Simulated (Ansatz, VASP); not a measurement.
**Two plane-wave programs on N**

The input INCAR:

```
PREC = Accurate
ENCUT = 520
EDIFF = 1E-7
ISMEAR = 0
SIGMA = 0.05
LREAL = F
LASPH = T
NELM = 100
ALGO = Normal
ISIF = 2
LWAVE = F
LCHARG = T
GGA = CA
LELF = T
LVHAR = T
NBANDS = 18
```

Contents of KPOINTS:

```
regular mesh
0
Gamma
  6 6 6
```

POSCAR

```
N
1.0
    3.8432494580      0.0000000000      0.0000000000
    0.0000000000      3.8432494580      0.0000000000
    0.0000000000      0.0000000000      6.0368363706
N
4
Direct
    0.9042752000      0.9042752000      0.0000000000
    0.5957248000      0.4042752000      0.5000000000
    0.0957248000      0.0957248000      0.0000000000
    0.4042752000      0.5957248000      0.5000000000
```

Input for Ansatz:

```yaml
crystal:
  lattice:
    - [3.843249458, 0.0, 0.0]
    - [0.0, 3.843249458, 0.0]
    - [0.0, 0.0, 6.0368363706]
  atoms:
    - { symbol: "N", position: [0.9042752, 0.9042752, 0.0] }
    - { symbol: "N", position: [0.5957248, 0.4042752, 0.5] }
    - { symbol: "N", position: [0.0957248, 0.0957248, 0.0] }
    - { symbol: "N", position: [0.4042752, 0.5957248, 0.5] }
basis:
  ecutwfc: 420
kpoints:
  mp_grid: { grid: [6, 6, 6] }
hamiltonian:
  xc: lda
scf:
  occupations: { method: gaussian, width: 0.05 }
output:
  forces: true
  stress: true
  eigenvalues: true
```

Alike in both runs: task single point; functional LDA; k mesh 6 × 6 × 6; occupations gaussian, width 0.05 eV; no spin polarisation.

|  | VASP | Ansatz |
| --- | --- | --- |
| version | VASP 6.6.1 | Ansatz 0.2.0 |
| potentials or method | VASP PAW LDA potentials, release 64 (N), cutoff 520 eV | scalar-relativistic, plane waves, PAW |
| valence electrons in the cell | 20 | 20 |

VASP gave:

* gap on the k mesh at the Fermi level (eV): 7.37
* least direct gap on the mesh (eV): 7.96
* pressure (GPa): 14.6
* traceless stress, the component that is largest in VASP (GPa): -15.41
* rms of the force components (eV/Å): 7.070

Task: What did Ansatz give for the same quantities?

Result: gap on the k mesh at the Fermi level (eV): 7.43; least direct gap on the mesh (eV): 8.01; pressure (GPa): 11.3; traceless stress, the component that is largest in VASP (GPa): -11.89; rms of the force components (eV/Å): 5.446.

LDA's correlation is that of Perdew and Zunger in VASP and of Perdew and Wang (1992) in Ansatz. Atom by atom the forces differ by 1.624 eV/Å (rms over components).

Noted on VASP's run: the standard files for N, O and F lose accuracy on very short bonds.
